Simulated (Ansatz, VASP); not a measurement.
Two plane-wave programs on LaLu2N3

```
CELL_PARAMETERS angstrom
5.93391 0.00000 0.00000
-2.96696 5.13892 0.00000
0.00000 0.00000 3.09179
ATOMIC_POSITIONS crystal
La 0.00000 0.00000 0.50000
Lu 0.33333 0.66667 0.50000
Lu 0.66667 0.33333 0.50000
N 0.50000 0.00000 0.00000
N 0.00000 0.50000 0.00000
N 0.50000 0.50000 0.00000
```

Alike in both runs: functional PBE; k mesh 6 × 6 × 12; occupations gaussian, width 0.1 eV; no spin polarisation.

Ansatz relaxed the structure, and its values are those at the end. VASP's run is a single point on that final structure, the one shown.

|  | VASP | Ansatz |
| --- | --- | --- |
| version | VASP 6.6.1 | Ansatz 0.2.0 |
| potentials or method | VASP PAW PBE potentials, release 64 (La, Lu, N), cutoff 520 eV | scalar-relativistic, plane waves, PAW |
| valence electrons in the cell | 76 | 76 |

```csv
,VASP,Ansatz,Ansatz less VASP
gap on the k mesh at the Fermi level (eV),none,none,-
pressure (GPa),0.5,0.0,-0.51
```

A gap of «none» marks a metal or a gap that the smearing closes.

Spin-orbit coupling is off throughout.
